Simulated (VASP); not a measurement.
A run of VASP 6.6.1 is set up as follows.

The input INCAR:

```
SYSTEM = Mg
ALGO = Normal
EDIFF = 1E-6
ENCUT = 600
GGA = PS
GGA_COMPAT = .False.
ISIF = 2
ISMEAR = 0
LASPH = .True.
LCHARG = .False.
LREAL = .False.
LWAVE = .False.
NBANDS = 9
NELM = 120
PREC = Accurate
SIGMA = 0.1
```

Contents of KPOINTS:

```
k-points
0
Gamma
  6 6 4
  0 0 0
```

POSCAR

```
Mg
1.0
    2.9023274024      0.0000000000      0.0000000000
   -1.4511637012      2.5134892606      0.0000000000
    0.0000000000      0.0000000000      5.5304982871
Mg
2
Direct
    0.3333333333      0.6666666667      0.2500000000
    0.6666666667      0.3333333333      0.7500000000
```

Potentials or basis: VASP PAW PBE potentials, release 64 (Mg).

The run is started by

```console
$ cat potpaw_PBE.64/Mg/POTCAR > POTCAR
$ mpirun -np 1 vasp_std > vasp.out
```

(1) Predict the band gap on the k mesh.

(2) Predict the pressure.

## Answers

(1) zero (bands 2 and 3 overlap by 3.29 eV).

(2) 6.8 GPa.

Caveat: the k points lie up to 0.42 Å⁻¹ apart, too coarse for converged energies and pressures of a metal; the PAW data sets were made with another functional, which shifts forces and pressure a little.
